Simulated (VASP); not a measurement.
# C (Im-3m) in VASP: notebook

The runs below take C through relaxation of cell and atoms, with LDA.

Everything below comes from runs of VASP 6.6.1. Logs are shortened: lines on timing, memory, paths and dates and some standing lists are left out, and cuts for length are marked.

**1. The cell of the first run**

The structure is cubic, space group Im-3m (No. 229). The conventional cell has a = 2.260 Å, b = 2.260 Å, c = 2.260 Å, α = 90.00°, β = 90.00°, γ = 90.00°. C (site symmetry m-3m) has 14 C at 1.96 to 2.26 Å within 2.6 Å.

**2. Relaxation of cell and atoms, LDA, target pressure 24 GPa, at which the enthalpy is minimised**

Contents of INCAR:

```
SYSTEM = C
ALGO     = Normal         ! electronic algorithm
EDIFF    = 1E-6           ! SCF threshold, eV
EDIFFG   = -0.005         ! ionic threshold
ENCUT    = 600            ! plane-wave cutoff, eV
GGA      = CA             ! functional
IBRION   = 2              ! ionic algorithm
ISIF     = 3              ! what is computed and relaxed
ISMEAR   = -1             ! smearing method
LASPH    = .TRUE.         ! aspherical terms in the spheres
LCHARG   = .FALSE.        ! write CHGCAR
LREAL    = .FALSE.        ! projectors in reciprocal space
LWAVE    = .FALSE.        ! write WAVECAR
NELM     = 80             ! most SCF steps
NSW      = 32             ! ionic steps
PREC     = Accurate       ! precision mode
PSTRESS  = 240.0        
SIGMA    = 0.1            ! smearing width, eV
```

Contents of KPOINTS:

```
k-points
0
G
  24 24 24
  0 0 0
```

Contents of POSCAR:

```
C
1.0
   -1.1297985942      1.1297985942      1.1297985942
    1.1297985942     -1.1297985942      1.1297985942
    1.1297985942      1.1297985942     -1.1297985942
C
1
Direct
    0.0000000000      0.0000000000      0.0000000000
```

Potentials or basis: VASP PAW LDA potentials, release 64 (C).

The run is started by

```sh
$ cat potpaw_LDA.64/C/POTCAR > POTCAR
$ mpirun -np 1 vasp_std > vasp.out
```

OUTCAR:

```text
SYSTEM = C
   EDIFF = 1E-6
   EDIFFG = -0.005
   ENCUT = 600
   GGA = CA
   IBRION = 2
   ISIF = 3
   ISMEAR = -1
   LASPH = .TRUE.
   LREAL = .FALSE.
   NELM = 80
   NSW = 32
   PREC = Accurate
   PSTRESS = 240.0

 ion  position               nearest neighbor table
   1  0.000  0.000  0.000-

  LATTYP: Found a body centered cubic cell.
 ALAT       =     2.2595971884

  Lattice vectors:

 A1 = (  -1.1297985942,   1.1297985942,   1.1297985942)
 A2 = (   1.1297985942,  -1.1297985942,   1.1297985942)
 A3 = (   1.1297985942,   1.1297985942,  -1.1297985942)

Analysis of symmetry for initial positions (statically):
=====================================================================
 Subroutine PRICEL returns:
 Original cell was already a primitive cell.

 Routine SETGRP: Setting up the symmetry group for a
 body centered cubic supercell.

 Subroutine GETGRP returns: Found 48 space group operations
 (whereof 48 operations were pure point group operations)
 out of a pool of 48 trial point group operations.

The static configuration has the point symmetry O_h .

Analysis of symmetry for dynamics (positions and initial velocities):
=====================================================================
 Subroutine PRICEL returns:
 Original cell was already a primitive cell.

 Routine SETGRP: Setting up the symmetry group for a
 body centered cubic supercell.

 Subroutine GETGRP returns: Found 48 space group operations
 (whereof 48 operations were pure point group operations)
 out of a pool of 48 trial point group operations.

The dynamic configuration has the point symmetry O_h .

 Subroutine INISYM returns: Found 48 space group operations
 (whereof 48 operations are pure point group operations),
 and found     1 'primitive' translations

----------------------------------------------------------------------------------------

                                     Primitive cell

  volume of cell :       5.7685

  direct lattice vectors                    reciprocal lattice vectors
    -1.129798594  1.129798594  1.129798594     0.000000000  0.442556755  0.442556755
     1.129798594 -1.129798594  1.129798594     0.442556755  0.000000000  0.442556755
     1.129798594  1.129798594 -1.129798594     0.442556755  0.442556755  0.000000000

[... 87 lines left out ...]
   ISIF   =      3    stress and relaxation
   ISYM   =      2    0-nonsym 1-usesym 2-fastsym
   POTIM  = 0.5000    time-step for ionic-motion
   TEBEG  =    0.0;   TEEND  =   0.0 temperature during run
   PSTRESS=  240.0 pullay stress
   NELECT =       4.0000    total number of electrons
   NUPDOWN=      -1.0000    fix difference up-down
   EMIN   =  10.00;   EMAX   =-10.00  energy-range for DOS
   EFERMI =   0.00;   METHOD = LEGACY
   ISMEAR =    -1;   SIGMA  =   0.10  broadening in eV -4-tet -1-fermi 0-gaus
   EFERMI_NEDOS =   21; number of points for ismear=-14 and -15
   IALGO  =     38    algorithm
   IMIX   =      4    mixing-type and parameters
     AMIX     =   0.40;   BMIX     =  1.00
     AMIX_MAG =   1.60;   BMIX_MAG =  1.00
  volume/ion in A,a.u.               =       5.77        38.93
  Fermi-wavevector in a.u.,A,eV,Ry     =   1.449018  2.738247 28.567518  2.099653
  Thomas-Fermi vector in A             =   2.566793
   LORBIT       =      0    0 simple, 1 ext, 2 COOP (PROOUT), +10 PAW based schemes
   GGA     = CA    functional components
   LHFCALC =     F    Hartree Fock is set to
   AEXX    =    0.0000 exact exchange contribution
   IVDW    =     0    specifies the selected vdW correction
   LEPSILON=     F    determine dielectric tensor
   LRPA    =     F    only Hartree local field effects (RPA)
 conjugate gradient relaxation of ions
 non-spin polarized calculation
  energy-cutoff  :      600.00
  volume of cell :        5.77
 maximum number of plane-waves:       204
   NGX =  7   NGY =  7   NGZ =  7

--------------------------------------- Ionic step        1  -------------------------------------------

 number of electron       4.0000000 magnetization

 Free energy of the ion-electron system (eV)
  ---------------------------------------------------
  ext. energy  EPLUGINS =         0.00000000
  ---------------------------------------------------
  free energy    TOTEN  =        -5.74792567 eV

  energy without entropy =       -5.73589766  energy(sigma->0) =       -5.74191167

------------------------ aborting loop because EDIFF is reached ----------------------------------------

  FORCE on cell =-STRESS in cart. coord.  units (eV):
  Direction    XX          YY          ZZ          XY          YZ          ZX
  --------------------------------------------------------------------------------------
  -------------------------------------------------------------------------------------
  Total        0.8811700      0.8811700      0.8811700     -0.0000000     -0.0000000      0.0000000
  in kB      244.7412605    244.7412605    244.7412605     -0.0000000     -0.0000000      0.0000000
  external PRESSURE =       4.7412605 kB  Pullay stress =     240.0000000 kB
[... 61 lines left out ...]
--------------------------------------- Ionic step        3  -------------------------------------------

 number of electron       4.0000000 magnetization

 Free energy of the ion-electron system (eV)
  ---------------------------------------------------
  ext. energy  EPLUGINS =         0.00000000
  ---------------------------------------------------
  free energy    TOTEN  =        -5.74923764 eV

  energy without entropy =       -5.73720581  energy(sigma->0) =       -5.74322172

 E-fermi :  10.6944     XC(G=0): -13.9225

 val. band max:       10.6933485679   @ k =   0.2083   0.1667   0.0833
 cond. band min:      10.7049837296   @ k =  -0.4583   0.5000   0.2500
 fundamental gap:      0.0116351617
 Fermi energy:        10.6943593054

 k-point     1 :       0.0000    0.0000    0.0000
  band No.  band energies     occupation
      1     -10.8673      2.00000
      2      21.0251      0.00000
      3      21.0251      0.00000
      4      21.0251      0.00000
      5      46.4129      0.00000
      6      46.4129      0.00000
[... 199 lines left out ...]
 k-point    24 :       0.4583    0.0417    0.0000
  band No.  band energies     occupation
      1      -0.0367      2.00000
      2       2.4701      2.00000
      3      15.4525      0.00000
      4      19.0846      0.00000
      5      34.7041      0.00000
      6      35.1086      0.00000

 [... further k-points ...]

------------------------ aborting loop because EDIFF is reached ----------------------------------------

  FORCE on cell =-STRESS in cart. coord.  units (eV):
  Direction    XX          YY          ZZ          XY          YZ          ZX
  --------------------------------------------------------------------------------------
  -------------------------------------------------------------------------------------
  Total        0.8653649      0.8653649      0.8653649      0.0000000     -0.0000000      0.0000000
  in kB      239.9905568    239.9905568    239.9905568      0.0000000     -0.0000000      0.0000000
  external PRESSURE =      -0.0094432 kB  Pullay stress =     240.0000000 kB
[... 20 lines left out ...]
  energy  without entropy=       -5.7372058059  energy(sigma->0) =       -5.74322172

  enthalpy is  TOTEN    =        -4.8838387364 eV   P V=        0.8653989039

 reached required accuracy - stopping structural energy minimisation
```

OSZICAR:

```text
N       E                     dE             d eps       ncg     rms          rms(c)
DAV:   1    -0.262900813278E+01   -0.26290E+01   -0.27498E+03  5346   0.737E+02
DAV:   2    -0.572524615634E+01   -0.30962E+01   -0.27314E+01  6552   0.488E+01
DAV:   3    -0.574663886821E+01   -0.21393E-01   -0.21340E-01  5568   0.441E+00
DAV:   4    -0.574665484604E+01   -0.15978E-04   -0.15978E-04  6720   0.105E-01
[... 10 lines left out ...]
DAV:   4    -0.575006955336E+01    0.14911E-08   -0.10143E-08  2502   0.149E-03
   2 F= -.48838335E+01 E0= -.48778165E+01  d E =-.729445E-05
       N       E                     dE             d eps       ncg     rms          rms(c)
DAV:   1    -0.574924025836E+01    0.82930E-03   -0.16089E-04  4956   0.110E-01    0.108E-02
DAV:   2    -0.574923842557E+01    0.18328E-05   -0.12403E-06  3276   0.109E-02    0.577E-03
DAV:   3    -0.574923764027E+01    0.78530E-06   -0.14667E-06  2808   0.984E-03
   3 F= -.48838387E+01 E0= -.48778228E+01  d E =-.125360E-04
```

Wall time 12 s (1 thread of Intel Xeon 8259CL, shared host); peak memory 0.12 GiB.

Results:

```yaml
Free_energy: -5.7492 eV
Relaxed_volume: 5.78 Å³/atom
Relaxed_cell: a = 1.958 Å, b = 1.958 Å, c = 1.958 Å, α = 109.47°, β = 109.47°, γ = 109.47°
Space_group_after_relaxing_to_0.1_Å: Im-3m (No. 229)
Energy_change_on_relaxing_the_run_minimises_the_enthalpy: -1.3 meV/atom
Ionic_steps: 3
Pressure_after_relaxing: 24.0 GPa
Band_gap_on_the_k_mesh: zero (bands 2 and 3 overlap by 15.61 eV)
```

The path:
```tsv
step	energy change (eV)	largest force (eV/Å)	pressure (GPa)	volume (Å³)
1	0.0000	0.0000	24.47	5.77
2	-0.0021	0.0000	23.70	5.78
3	-0.0013	0.0000	24.00	5.78
```

Final structure:
```
C
1.0
    -1.13036    1.13036    1.13036
     1.13036   -1.13036    1.13036
     1.13036    1.13036   -1.13036
C
1
Direct
  0.00000 0.00000 0.00000
```

Levels at points of the mesh, in eV from the Fermi level:
```tsv
k point	band 1	band 2	band 3	band 4	band 5	band 6
(0.00, 0.00, 0.00)	-21.56	10.33	10.33	10.33	35.72	35.72
(0.50, 0.00, 0.00)	-10.36	-8.74	4.93	8.60	23.86	24.10
(0.50, 0.50, 0.50)	-1.98	-1.98	-1.98	2.66	12.02	12.02
```

Caveat: the cell is relaxed towards a set pressure, so the run minimises the enthalpy, not the energy.

**3. Relaxation of cell and atoms, LDA, target pressure 24 GPa, at which the enthalpy is minimised**

This run uses another cell than the first one, of 6.14 Å³/atom.

Contents of INCAR:

```
SYSTEM = C
ALGO = Normal
EDIFF = 1E-7
EDIFFG = -0.005
ENCUT = 600
IBRION = 2
ISIF = 3
ISMEAR = -1
LASPH = .TRUE.
LCHARG = .FALSE.
LREAL = .FALSE.
LWAVE = .FALSE.
NELM = 100
NSW = 60
PREC = Accurate
PSTRESS = 240.0
SIGMA = 0.1
```

KPOINTS is that of step 2.

Contents of POSCAR:

```
C
1.0
   -1.1537163275      1.1537163275      1.1537163275
    1.1537163275     -1.1537163275      1.1537163275
    1.1537163275      1.1537163275     -1.1537163275
C
1
Direct
    0.0000000000      0.0000000000      0.0000000000
```

Potentials or basis: VASP PAW LDA potentials, release 64 (C).

The run is started by

```sh
$ cat potpaw_LDA.64/C/POTCAR > POTCAR
$ mpirun -np 1 vasp_std > vasp.out
```

Run time: 17 s. Hardware: 1 thread of Intel Xeon 8259CL, shared host; peak memory 0.12 GiB.

It converged, with:

- Free energy: -5.7502 eV
- Relaxed volume: 5.78 Å³/atom
- Relaxed cell: a = 1.958 Å, b = 1.958 Å, c = 1.958 Å, α = 109.47°, β = 109.47°, γ = 109.47°
- Space group after relaxing (to 0.1 Å): Im-3m (No. 229)
- Energy change on relaxing (the run minimises the enthalpy): +34.3 meV/atom
- Ionic steps: 3
- Pressure after relaxing: 24.0 GPa
- Band gap on the k mesh: zero (bands 2 and 3 overlap by 15.61 eV)

Step by step:
| step | energy change (eV) | largest force (eV/Å) | pressure (GPa) | volume (Å³) |
| --- | --- | --- | --- | --- |
| 1 | 0.0000 | 0.0000 | 6.84 | 6.14 |
| 2 | 0.0713 | 0.0000 | 35.60 | 5.58 |
| 3 | 0.0343 | 0.0000 | 23.97 | 5.78 |

Final structure:
```yaml
crystal:
  lattice:
    - [-1.13028, 1.13028, 1.13028]
    - [1.13028, -1.13028, 1.13028]
    - [1.13028, 1.13028, -1.13028]
  atoms:
    - { symbol: C, position: [0.00000, 0.00000, 0.00000] }
```

Levels at points of the mesh, in eV from the Fermi level:
```
           k point  band 1  band 2  band 3  band 4  band 5  band 6
(0.00, 0.00, 0.00)  -21.56   10.33   10.33   10.33   35.72   35.72
(0.50, 0.00, 0.00)  -10.37   -8.74    4.93    8.60   23.86   24.11
(0.50, 0.50, 0.50)   -1.98   -1.98   -1.98    2.66   12.02   12.02
```

Caveat: the cell is relaxed towards a set pressure, so the run minimises the enthalpy, not the energy.
